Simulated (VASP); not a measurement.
Set up this calculation in VASP 6.6.1, as the native input.

* Task: single point
* Functional: PBE
* Potentials or basis: VASP PAW PBE potentials, release 64 (Si, C)
* Cutoff: 520 eV
* k mesh: 12 × 12 × 8
* Occupations: gaussian, width 0.05 eV
* Spin: no spin polarisation
* Dipole correction: no
* Further INCAR settings: ALGO = Normal; EDIFF = 1e-07; NBANDS = 16

The structure of SiC lies in POSCAR:

```
SiC
1.0
    3.1124136026      0.0000000000      0.0000000000
   -1.5562068013      2.6954292469      0.0000000000
    0.0000000000      0.0000000000      5.1079171881
Si C
2 2
Direct
    0.3333333333      0.6666666667      0.0045824632
    0.6666666667      0.3333333333      0.5045824632
    0.3333333333      0.6666666667      0.3804175368
    0.6666666667      0.3333333333      0.8804175368
```

This cell differs from its parent crystal: volume scaled by 1.020.

The input as run:

INCAR

```
SYSTEM = SiC
  PREC = Accurate
  ENCUT = 520
  EDIFF = 1E-7
  ISMEAR = 0
  SIGMA = 0.05
  LREAL = .FALSE.
  LASPH = .TRUE.
  NELM = 60
  ALGO = Normal
  ISIF = 2
  LWAVE = .FALSE.
  LCHARG = .TRUE.
  GGA = PE
  LELF = .TRUE.
  LVHAR = .TRUE.
  NBANDS = 16
```

KPOINTS

```
Automatic mesh
0
G
  12 12 8
  0 0 0
```

Potentials or basis: VASP PAW PBE potentials, release 64 (Si, C).

The run is started by

```console
$ cat potpaw_PBE.64/Si/POTCAR potpaw_PBE.64/C/POTCAR > POTCAR
$ mpirun -np 1 vasp_std > vasp.out
```

Results of the run:

| Quantity | Value |
| --- | --- |
| Pressure | -4.1 GPa |
| Largest force | 0.003 eV/Å |
| Band gap on the k mesh | 2.34 eV, indirect (least direct gap 3.90 eV) |

Wall time 37 s on 1 thread of Intel(R) Xeon(R) Platinum 8259CL CPU @ 2.50GHz (Skylake/Cascade Lake), on a shared host, peak memory 0.19 GiB.
